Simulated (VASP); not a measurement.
The system is Mo.

```xyz
1
Lattice="-1.5734 1.5734 1.5734 1.5734 -1.5734 1.5734 1.5734 1.5734 -1.5734" Properties=species:S:1:pos:R:3 pbc="T T T"
Mo    0.0000    0.0000    0.0000
```

```yaml
Program: VASP 6.6.1
Task: relaxation of cell and atoms
Functional: PBE
Potentials_or_basis: VASP PAW PBE potentials, release 64 (Mo_sv)
Cutoff: 500 eV
k_mesh: 18 × 18 × 18
Occupations: methfessel-paxton, width 0.2 eV
Spin: no spin polarisation
```

At the start: pressure 4.0 GPa; volume 15.58 Å³/atom.

How do energy, volume and symmetry change on relaxing?

Over 6 steps the energy falls by 2.9 meV/atom and the volume is 15.82 Å³/atom (+1.5 %); space group Im-3m (No. 229, to 0.1 Å) before and after.

Step by step:
```
step  energy change (eV)  largest force (eV/Å)  pressure (GPa)  volume (Å³)
   1              0.0000                0.0000            4.03        15.58
   2              0.0182                0.0000           -9.79        16.48
   3             -0.0029                0.0000           -0.06        15.82
   4             -0.0029                0.0000            0.02        15.81
   5             -0.0029                0.0000            0.02        15.81
   6             -0.0029                0.0000            0.02        15.82
```

Final structure:
```xyz
1
Lattice="-1.5813 1.5813 1.5813 1.5813 -1.5813 1.5813 1.5813 1.5813 -1.5813" Properties=species:S:1:pos:R:3 pbc="T T T"
Mo    0.0000    0.0000    0.0000
```
